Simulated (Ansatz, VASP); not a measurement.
**Two plane-wave programs on Ti**

The input POSCAR:

```
Ti
1.0
    2.9500000000      0.0000000000      0.0000000000
   -1.4750000000      2.5547749412      0.0000000000
    0.0000000000      0.0000000000      4.6800000000
Ti
2
Direct
    0.3333333333      0.6666666667      0.2500000000
    0.6666666667      0.3333333333      0.7500000000
```

The input INCAR.step1:

```
SYSTEM = Ti
ALGO     = Normal         ! electronic algorithm
EDIFF    = 1E-4           ! SCF threshold, eV
ENCUT    = 600            ! plane-wave cutoff, eV
GGA      = PE             ! functional
ISMEAR   = 0              ! smearing method
LASPH    = .True.         ! aspherical terms in the spheres
LCHARG   = .False.        ! write CHGCAR
LREAL    = .False.        ! projectors in reciprocal space
LWAVE    = .True.         ! write WAVECAR
NELM     = 60             ! most SCF steps
PREC     = Accurate       ! precision mode
SIGMA    = 0.1            ! smearing width, eV
```

The input INCAR.step2:

```
SYSTEM = Ti
ALGO     = Normal         ! electronic algorithm
EDIFF    = 1E-6           ! SCF threshold, eV
EDIFFG   = -0.005         ! ionic threshold
ENCUT    = 600            ! plane-wave cutoff, eV
IBRION   = 2              ! ionic algorithm
ISIF     = 3              ! what is computed and relaxed
ISMEAR   = 0              ! smearing method
ISTART   = 1            
LASPH    = .True.         ! aspherical terms in the spheres
LCHARG   = .False.        ! write CHGCAR
LMIXTAU  = .True.       
LREAL    = .False.        ! projectors in reciprocal space
LWAVE    = .False.        ! write WAVECAR
METAGGA  = R2SCAN         ! meta-GGA
NELM     = 60             ! most SCF steps
NSW      = 100            ! ionic steps
PREC     = Accurate       ! precision mode
SIGMA    = 0.1            ! smearing width, eV
```

The input KPOINTS:

```
k-points
0
Gamma
  18 18 10
  0 0 0
```

Input for Ansatz:

```yaml
crystal:
  lattice:
    - [2.95, 0.0, 0.0]
    - [-1.475, 2.5547749412, 0.0]
    - [0.0, 0.0, 4.68]
  atoms:
    - { symbol: Ti, position: [0.3333333333, 0.6666666667, 0.25] }
    - { symbol: Ti, position: [0.6666666667, 0.3333333333, 0.75] }
basis:
  ecutwfc: 500
kpoints:
  mp_grid: { grid: [18, 18, 10] }
hamiltonian:
  xc: r2scan
scf:
  occupations: { method: gaussian, width: 0.1 }
output:
  forces: true
  stress: true
  eigenvalues: true
relax:
  adjacent_minimum: "off"
  f_tol: 0.005
  max_steps: 80
  cell: { stress_tol: 0.05 }
```

Alike in both runs: task relaxation of cell and atoms; functional r2SCAN; k mesh 18 × 18 × 10; occupations gaussian, width 0.1 eV; no spin polarisation.

|  | VASP | Ansatz |
| --- | --- | --- |
| version | VASP 6.6.1 | Ansatz 0.2.0 |
| potentials or method | VASP PAW PBE potentials, release 64 (Ti_sv), cutoff 600 eV | scalar-relativistic, plane waves, PAW |
| valence electrons in the cell | 24 | 24 |

```tsv
	VASP	Ansatz	Ansatz less VASP
gap on the k mesh at the Fermi level, each at its own relaxed structure (eV)	none	none	-
relaxed volume (Å³/atom)	17.36	17.30	-0.060
relaxed length of the cell vector where the two differ most in proportion (Å)	2.939	2.935	-0.0037
```

VASP's potentials were made for PBE, not for r2SCAN. A gap of «none» marks a metal or a gap that the smearing closes.
